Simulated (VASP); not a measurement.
# TiAl3 (I4/mmm) in VASP: single point with PBE

Aim: the single point of TiAl3 with PBE.

Program: VASP 6.6.1. These are calculated values, not measurements. Logs are shortened: lines on timing, memory, paths and dates and some standing lists are left out, and cuts for length are marked.

## (1) The cell of the first run

It takes space group I4/mmm (No. 139, tetragonal). The conventional cell has a = 3.845 Å, b = 3.845 Å, c = 8.622 Å, α = 90.00°, β = 90.00°, γ = 90.00°. Ti (site symmetry 4/mmm) has 12 Al at 2.72 to 2.89 Å within 3.6 Å. Al (site symmetry 4/mmm) has 4 Ti at 2.72 Å and 8 Al at 2.89 Å within 3.6 Å. Al (site symmetry -4m2) has 8 Al at 2.72 to 2.89 Å and 4 Ti at 2.89 Å within 3.6 Å.

## (2) Single point, PBE

Contents of INCAR:

```
PREC     = Accurate       # precision mode
ENCUT    = 520            # plane-wave cutoff, eV
EDIFF    = 1E-6           # SCF threshold, eV
ISMEAR   = 0              # smearing method
SIGMA    = 0.15           # smearing width, eV
LREAL    = False          # projectors in reciprocal space
LASPH    = True           # aspherical terms in the spheres
NELM     = 100            # most SCF steps
ALGO     = Fast           # electronic algorithm
ISIF     = 2              # what is computed and relaxed
LWAVE    = False          # write WAVECAR
LCHARG   = True           # write CHGCAR
GGA      = PE             # functional
LELF     = True           # ELF
LVHAR    = True         
NBANDS   = 18             # bands
```

Contents of KPOINTS:

```
Automatic mesh
0
Gamma
  16 16 16
```

Contents of POSCAR:

```
TiAl3
1.0
   -1.9225789803      1.9225789803      4.3111351100
    1.9225789803     -1.9225789803      4.3111351100
    1.9225789803      1.9225789803     -4.3111351100
Ti Al
1 3
Direct
    0.0000000000      0.0000000000      0.0000000000
    0.5000000000      0.5000000000      0.0000000000
    0.7500000000      0.2500000000      0.5000000000
    0.2500000000      0.7500000000      0.5000000000
```

Potentials or basis: VASP PAW PBE potentials, release 64 (Ti_sv, Al).

Command:

```bash
$ cat potpaw_PBE.64/Ti_sv/POTCAR potpaw_PBE.64/Al/POTCAR > POTCAR
$ mpirun -np 1 vasp_std > vasp.out
```

OUTCAR:

```text
PREC = Accurate
   ENCUT = 520
   EDIFF = 1E-6
   ISMEAR = 0
   LREAL = False
   LASPH = True
   NELM = 100
   ISIF = 2
   GGA = PE

 ion  position               nearest neighbor table
   1  0.000  0.000  0.000-   2 2.72   2 2.72   2 2.72   2 2.72   4 2.89   3 2.89   4 2.89   4 2.89
                             3 2.89   3 2.89   4 2.89   3 2.89
   2  0.500  0.500  0.000-   1 2.72   1 2.72   1 2.72   1 2.72   4 2.89   3 2.89   4 2.89   3 2.89
                             4 2.89   4 2.89   3 2.89   3 2.89
   3  0.750  0.250  0.500-   4 2.72   4 2.72   4 2.72   4 2.72   2 2.89   1 2.89   2 2.89   1 2.89
                             2 2.89   2 2.89   1 2.89   1 2.89
   4  0.250  0.750  0.500-   3 2.72   3 2.72   3 2.72   3 2.72   2 2.89   1 2.89   2 2.89   2 2.89
                             1 2.89   1 2.89   2 2.89   1 2.89

  LATTYP: Found a body centered tetragonal cell.
 ALAT       =     3.8451579606
 C/A-ratio  =     2.2423708748

  Lattice vectors:

 A1 = (  -1.9225789803,   1.9225789803,   4.3111351100)
 A2 = (   1.9225789803,  -1.9225789803,   4.3111351100)
 A3 = (   1.9225789803,   1.9225789803,  -4.3111351100)

Analysis of symmetry for initial positions (statically):
=====================================================================
 Subroutine PRICEL returns:
 Original cell was already a primitive cell.

 Routine SETGRP: Setting up the symmetry group for a
 body centered tetragonal supercell.

 Subroutine GETGRP returns: Found 16 space group operations
 (whereof 16 operations were pure point group operations)
 out of a pool of 16 trial point group operations.

The static configuration has the point symmetry D_4h.

Analysis of symmetry for dynamics (positions and initial velocities):
=====================================================================
 Subroutine PRICEL returns:
 Original cell was already a primitive cell.

 Routine SETGRP: Setting up the symmetry group for a
 body centered tetragonal supercell.

 Subroutine GETGRP returns: Found 16 space group operations
 (whereof 16 operations were pure point group operations)
 out of a pool of 16 trial point group operations.

The dynamic configuration has the point symmetry D_4h.

 Subroutine INISYM returns: Found 16 space group operations
 (whereof 16 operations are pure point group operations),
 and found     1 'primitive' translations

----------------------------------------------------------------------------------------

                                     Primitive cell

  volume of cell :      63.7412

  direct lattice vectors                    reciprocal lattice vectors
    -1.922578980  1.922578980  4.311135110     0.000000000  0.260067339  0.115978736
     1.922578980 -1.922578980  4.311135110     0.260067339  0.000000000  0.115978736
     1.922578980  1.922578980 -4.311135110     0.260067339  0.260067339  0.000000000

  length of vectors
     5.096911399  5.096911399  5.096911399     0.284756191  0.284756191  0.367790758

  position of ions in fractional coordinates (direct lattice)
     0.000000000  0.000000000  0.000000000
     0.500000000  0.500000000  0.000000000
     0.750000000  0.250000000  0.500000000
     0.250000000  0.750000000  0.500000000

  ion indices of the primitive-cell ions
   primitive index   ion index
                 1           1
                 2           2
                 3           3
                 4           4

----------------------------------------------------------------------------------------

 KPOINTS: Automatic mesh

Automatic generation of k-mesh.
 Grid dimensions read from file:
 generate k-points for:   16   16   16

 Generating k-lattice:

  Cartesian coordinates                     Fractional coordinates (reciprocal lattice)
     0.000000000  0.016254209  0.007248671     0.062500000 -0.000000000  0.000000000
     0.016254209  0.000000000  0.007248671    -0.000000000  0.062500000  0.000000000
     0.016254209  0.016254209  0.000000000     0.000000000  0.000000000  0.062500000

  Length of vectors
     0.017797262  0.017797262  0.022986922

  Shift w.r.t. Gamma in fractional coordinates (k-lattice)
     0.000000000  0.000000000  0.000000000

 Subroutine IBZKPT returns following result:
 ===========================================

 Found    349 irreducible k-points:

 Following reciprocal coordinates:
            Coordinates               Weight
  0.000000  0.000000  0.000000      1.000000
  0.062500  0.000000  0.000000      8.000000
  0.125000  0.000000  0.000000      8.000000
  0.187500  0.000000 -0.000000      8.000000
  0.250000  0.000000  0.000000      8.000000
  0.312500  0.000000  0.000000      8.000000
[... 16 lines left out ...]
 -0.125000  0.062500  0.000000     16.000000
 -0.062500  0.062500  0.000000      4.000000
 [... further k-points ...]
   k-points           NKPTS =    349   k-points in BZ     NKDIM =    349   number of bands    NBANDS=     18
   number of dos      NEDOS =    301   number of ions     NIONS =      4
   total plane-waves  NPLWV =  64000
   dimension x,y,z NGX =    40 NGY =   40 NGZ =   40
   dimension x,y,z NGXF=    80 NGYF=   80 NGZF=   80
   ions per type =               1   3
   NGX,Y,Z   is equivalent  to a cutoff of  13.05, 13.05, 13.05 a.u.
   NGXF,Y,Z  is equivalent  to a cutoff of  26.09, 26.09, 26.09 a.u.
 SYSTEM =  unknown system
   PREC   = accura    normal or accurate (medium, high low for compatibility)
   ISTART =      0    job   : 0-new  1-cont  2-samecut
   ICHARG =      2    charge: 1-file 2-atom 10-const
   ISPIN  =      1    spin polarized calculation?
   LNONCOLLINEAR =      F non collinear calculations
   LSORBIT =      F    spin-orbit coupling
   LASPH  =      T    aspherical Exc in radial PAW
   ENCUT  =  520.0 eV  38.22 Ry    6.18 a.u.   9.48  9.48  9.48*2*pi/ulx,y,z
   NELM   =    100;   NELMIN=  2; NELMDL= -5     # of ELM steps
   EDIFF  = 0.1E-05   stopping-criterion for ELM
   LREAL  =      F    real-space projection
   EDIFFG = 0.1E-04   stopping-criterion for IOM
   NSW    =      0    number of steps for IOM
   IBRION =     -1    ionic relax: 0-MD 1-quasi-New 2-CG
   NFREE  =      0    steps in history (QN), initial steepest desc. (CG)
   ISIF   =      2    stress and relaxation
   ISYM   =      2    0-nonsym 1-usesym 2-fastsym
   POTIM  = 0.5000    time-step for ionic-motion
   TEBEG  =    0.0;   TEEND  =   0.0 temperature during run
   PSTRESS=    0.0 pullay stress
   NELECT =      21.0000    total number of electrons
   NUPDOWN=      -1.0000    fix difference up-down
   EMIN   =  10.00;   EMAX   =-10.00  energy-range for DOS
   EFERMI =   0.00;   METHOD = LEGACY
   ISMEAR =     0;   SIGMA  =   0.15  broadening in eV -4-tet -1-fermi 0-gaus
   EFERMI_NEDOS =   21; number of points for ismear=-14 and -15
   IALGO  =     68    algorithm
   IMIX   =      4    mixing-type and parameters
     AMIX     =   0.40;   BMIX     =  1.00
     AMIX_MAG =   1.60;   BMIX_MAG =  1.00
  volume/ion in A,a.u.               =      15.94       107.54
  Fermi-wavevector in a.u.,A,eV,Ry     =   1.130684  2.136683 17.394319  1.278446
  Thomas-Fermi vector in A             =   2.267381
   LORBIT       =      0    0 simple, 1 ext, 2 COOP (PROOUT), +10 PAW based schemes
   GGA     = PE    functional components
   LHFCALC =     F    Hartree Fock is set to
   AEXX    =    0.0000 exact exchange contribution
   IVDW    =     0    specifies the selected vdW correction
   LEPSILON=     F    determine dielectric tensor
   LRPA    =     F    only Hartree local field effects (RPA)
 non-spin polarized calculation
 RMM-DIIS sequential band-by-band and
 Gauss-broadening in eV      SIGMA  =   0.15
  energy-cutoff  :      520.00
  volume of cell :       63.74
 maximum number of plane-waves:      1752
 NGX is ok and might be reduce to    40
   NGX = 19   NGY = 19   NGZ = 19

 number of electron      21.0000000 magnetization

 Free energy of the ion-electron system (eV)
  ---------------------------------------------------
  ext. energy  EPLUGINS =         0.00000000
  ---------------------------------------------------
  free energy    TOTEN  =       -20.67094398 eV

  energy without entropy =      -20.65135997  energy(sigma->0) =      -20.66115198

 E-fermi :   8.1781     XC(G=0): -10.7181

 val. band max:        8.1719569345   @ k =  -0.3750   0.5000   0.2500
 cond. band min:       8.1839960484   @ k =   0.3750   0.1875  -0.0000
 fundamental gap:      0.0120391139
 Fermi energy:         8.1781255987

 k-point     1 :       0.0000    0.0000    0.0000
  band No.  band energies     occupation
      1     -48.3275      2.00000
      2     -24.6399      2.00000
      3     -24.6399      2.00000
      4     -24.5614      2.00000
      5      -1.8567      2.00000
      6       5.3153      2.00000
[... 10 lines left out ...]
     17      11.9122      0.00000
     18      11.9180      0.00000

 k-point     2 :       0.0625    0.0000    0.0000
  band No.  band energies     occupation
      1     -48.3274      2.00000
      2     -24.6409      2.00000
      3     -24.6398      2.00000
      4     -24.5614      2.00000
      5      -1.8085      2.00000
      6       5.0558      2.00000
[... 10 lines left out ...]
     17      11.9283      0.00000
     18      12.2165      0.00000

 k-point     3 :       0.1250    0.0000    0.0000
  band No.  band energies     occupation
      1     -48.3273      2.00000
      2     -24.6437      2.00000
      3     -24.6396      2.00000
      4     -24.5612      2.00000
      5      -1.6642      2.00000
      6       4.7260      2.00000
[... 10 lines left out ...]
     17      11.9901      0.00000
     18      12.9044      0.00000

 k-point     4 :       0.1875    0.0000   -0.0000
  band No.  band energies     occupation
      1     -48.3271      2.00000
      2     -24.6479      2.00000
      3     -24.6394      2.00000
      4     -24.5610      2.00000
      5      -1.4256      2.00000
      6       4.3767      2.00000
[... 10 lines left out ...]
     17      12.1774      0.00000
     18      13.6749      0.00000

 k-point     5 :       0.2500    0.0000    0.0000
  band No.  band energies     occupation
      1     -48.3269      2.00000
      2     -24.6528      2.00000
      3     -24.6390      2.00000
      4     -24.5608      2.00000
      5      -1.0953      2.00000
      6       3.9082      2.00000
[... 10 lines left out ...]
     17      12.5594      0.00000
     18      13.7117      0.00000

 k-point     6 :       0.3125    0.0000    0.0000
  band No.  band energies     occupation
      1     -48.3266      2.00000
      2     -24.6577      2.00000
      3     -24.6387      2.00000
      4     -24.5606      2.00000
      5      -0.6776      2.00000
      6       3.2592      2.00000
[... 307 lines left out ...]
 k-point    21 :      -0.2500    0.0625    0.0000
  band No.  band energies     occupation
      1     -48.3268      2.00000
      2     -24.6527      2.00000
      3     -24.6400      2.00000
      4     -24.5606      2.00000
      5      -1.1096      2.00000
      6       4.1297      2.00000
[... 10 lines left out ...]
     17      12.4360      0.00000
     18      13.3223      0.00000

 k-point    22 :      -0.1875    0.0625    0.0000
  band No.  band energies     occupation
      1     -48.3270      2.00000
      2     -24.6478      2.00000
      3     -24.6403      2.00000
      4     -24.5609      2.00000
      5      -1.4247      2.00000
      6       4.6880      2.00000
[... 10 lines left out ...]
     17      12.3088      0.00000
     18      13.6784      0.00000

 k-point    23 :      -0.1250    0.0625    0.0000
  band No.  band energies     occupation
      1     -48.3272      2.00000
      2     -24.6436      2.00000
      3     -24.6406      2.00000
      4     -24.5611      2.00000
      5      -1.6477      2.00000
      6       5.0953      2.00000
[... 10 lines left out ...]
     17      12.1632      0.00000
     18      12.9558      0.00000

 k-point    24 :      -0.0625    0.0625    0.0000
  band No.  band energies     occupation
      1     -48.3274      2.00000
      2     -24.6409      2.00000
      3     -24.6407      2.00000
      4     -24.5613      2.00000
      5      -1.7761      2.00000
      6       5.3834      2.00000
[... 10 lines left out ...]
     17      12.0555      0.00000
     18      12.3208      0.00000

 [... further k-points ...]

------------------------ aborting loop because EDIFF is reached ----------------------------------------

  FORCE on cell =-STRESS in cart. coord.  units (eV):
  Direction    XX          YY          ZZ          XY          YZ          ZX
  --------------------------------------------------------------------------------------
  -------------------------------------------------------------------------------------
  Total        0.0033573      0.0033573     -0.0310946      0.0000000      0.0000000      0.0000000
  in kB        0.0843873      0.0843873     -0.7815828      0.0000000      0.0000000      0.0000000
  external PRESSURE =      -0.2042694 kB  Pullay stress =       0.0000000 kB

 VOLUME and BASIS-vectors are now :
 -----------------------------------------------------------------------------
  energy-cutoff  :      520.00
  volume of cell :       63.74
      direct lattice vectors                 reciprocal lattice vectors
    -1.922578980  1.922578980  4.311135110     0.000000000  0.260067339  0.115978736
     1.922578980 -1.922578980  4.311135110     0.260067339  0.000000000  0.115978736
     1.922578980  1.922578980 -4.311135110     0.260067339  0.260067339  0.000000000

 POSITION                                       TOTAL-FORCE (eV/Angst)
 -----------------------------------------------------------------------------------
      0.00000      0.00000      0.00000         0.000000      0.000000     -0.000000
      0.00000      0.00000      4.31114         0.000000      0.000000     -0.000000
      0.00000      1.92258      2.15557         0.000000     -0.000000     -0.000000
      1.92258      0.00000      2.15557        -0.000000      0.000000      0.000000
 -----------------------------------------------------------------------------------
    total drift:                               -0.000000     -0.000000     -0.000000

  FREE ENERGIE OF THE ION-ELECTRON SYSTEM (eV)
  ---------------------------------------------------
  free  energy   TOTEN  =       -20.6709439799 eV

  energy  without entropy=      -20.6513599717  energy(sigma->0) =      -20.66115198
```

Wall time 20 min (1 thread of AMD EPYC 7R13 (Zen 3), shared host); peak memory 0.5 GiB.

Results:

| Item | Value |
| --- | --- |
| Free energy | -20.6709 eV |
| Pressure | 0.0 GPa |
| Band gap on the k mesh | zero (an odd number of electrons rules out a gap without spin polarisation) |

Stress tensor (GPa, compression positive):
```
 0.01  0.00  0.00
 0.00  0.01  0.00
 0.00  0.00 -0.08
```

Levels at points of the mesh, in eV from the Fermi level:
```tsv
k point	band 7	band 8	band 9	band 10	band 11	band 12	band 13	band 14	band 15	band 16
(0.00, 0.00, 0.00)	-2.62	-1.38	-1.22	-1.22	0.82	1.71	1.71	2.23	2.35	3.71
(0.50, 0.00, 0.00)	-3.58	-2.97	-1.05	-0.26	0.50	1.77	2.06	2.67	3.13	4.41
(0.50, 0.50, 0.00)	-4.37	-3.73	-2.70	-2.20	-0.98	1.73	1.91	2.66	2.77	3.11
(0.50, 0.50, 0.50)	-1.98	-0.93	-0.93	-0.23	0.70	0.70	0.93	3.04	4.61	6.02
```
